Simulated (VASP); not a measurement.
Runs of VASP 6.6.1 on TiAl. The structure is that of space group P-6m2 (No. 187), or close to it. The cells are those of the table. 

```csv
cell,further INCAR settings,gap on the mesh (eV),pressure (GPa)
"a = 3.089, b = 3.089, c = 4.031 Å, angles 90.0, 90.0, 120.0°, 2 atoms",ALGO = Fast; EDIFF = 1e-06; NBANDS = 14,none,1.8
"a = 2.627, b = 2.627, c = 5.572 Å, angles 90.0, 90.0, 120.0°, 2 atoms",ALGO = Fast; EDIFF = 1e-07; NBANDS = 14,none,(b)
"a = 3.027, b = 3.027, c = 4.198 Å, angles 90.0, 90.0, 120.0°, 2 atoms",ALGO = Fast; EDIFF = 1e-07; NBANDS = 14,none,(a)
"a = 2.821, b = 2.821, c = 4.833 Å, angles 90.0, 90.0, 120.0°, 2 atoms",ALGO = Fast; EDIFF = 1e-06; NBANDS = 14,none,-3.1
"a = 2.778, b = 2.778, c = 4.985 Å, angles 90.0, 90.0, 120.0°, 2 atoms",ALGO = Fast; EDIFF = 1e-07; NBANDS = 14,none,-2.9
```

Alike in all rows: task single point; level PBEsol; potentials or basis VASP PAW PBE potentials, release 64 (Ti_sv, Al); no spin polarisation; k mesh 21 × 21 × 12; cutoff (eV) 520; smearing gaussian 0.15 eV.

Estimate the missing entries.

(a) 0.4; (b) 2.4.

Caveats: the PAW data sets were made with another functional, which shifts forces and pressure a little.

A gap of «none» marks levels without a gap at the run's occupations.
